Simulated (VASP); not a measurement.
A run of VASP 6.6.1 is set up as follows.

Contents of POSCAR:

```
ZnS
1.0
    3.7813979448      0.0000000028      0.0000000000
   -1.8906989749      3.2747866806      0.0000000000
    0.0000000000      0.0000000000      6.2074428173
Zn S
2 2
Direct
    0.3333333333      0.6666666667      0.5024422975
    0.6666666667      0.3333333333      0.0024422975
    0.6666666667      0.3333333333      0.3765677025
    0.3333333333      0.6666666667      0.8765677025
```

The input INCAR.step1:

```
ALGO = Normal ; EDIFF = 1E-5
ENCUT = 550 ; GGA = PE
GGA_COMPAT = False ; ISMEAR = 0
LASPH = True ; LCHARG = False
LREAL = False ; LWAVE = True
NBANDS = 26 ; NELM = 120
PREC = Accurate ; SIGMA = 0.02
```

The input INCAR.step2:

```
ALGO = Normal ; EDIFF = 1E-6
ENCUT = 550 ; GGA_COMPAT = False
ISIF = 2 ; ISMEAR = 0
ISTART = 1 ; LASPH = True
LCHARG = False ; LMIXTAU = True
LREAL = False ; LWAVE = False
METAGGA = R2SCAN ; NBANDS = 26
NELM = 120 ; PREC = Accurate
SIGMA = 0.02
```

File KPOINTS:

```
k-points
0
Gamma
  9 9 6
```

Potentials or basis: VASP PAW PBE potentials, release 64 (Zn, S).

Launch:

```console
$ cat potpaw_PBE.64/Zn/POTCAR potpaw_PBE.64/S/POTCAR > POTCAR
$ cp INCAR.step1 INCAR
$ mpirun -np 1 vasp_std > vasp.out
$ cp INCAR.step2 INCAR
$ mpirun -np 1 vasp_std > vasp.out
```

**Question.** What does it give for the band gap on the k mesh?

**Answer.** 2.88 eV.

**Question.** Predict the pressure.

**Answer.** 1.6 GPa.

**Question.** What does it give for the largest force?

**Answer.** 0.006 eV/Å.

Forces on the atoms (eV/Å):
```
Zn   0.000  0.000  0.006
Zn   0.000  0.000  0.006
S    0.000  0.000 -0.006
S    0.000  0.000 -0.006
```

Caveat: the PAW data sets were made with another functional, which shifts forces and pressure a little. A k mesh can miss the band edges.
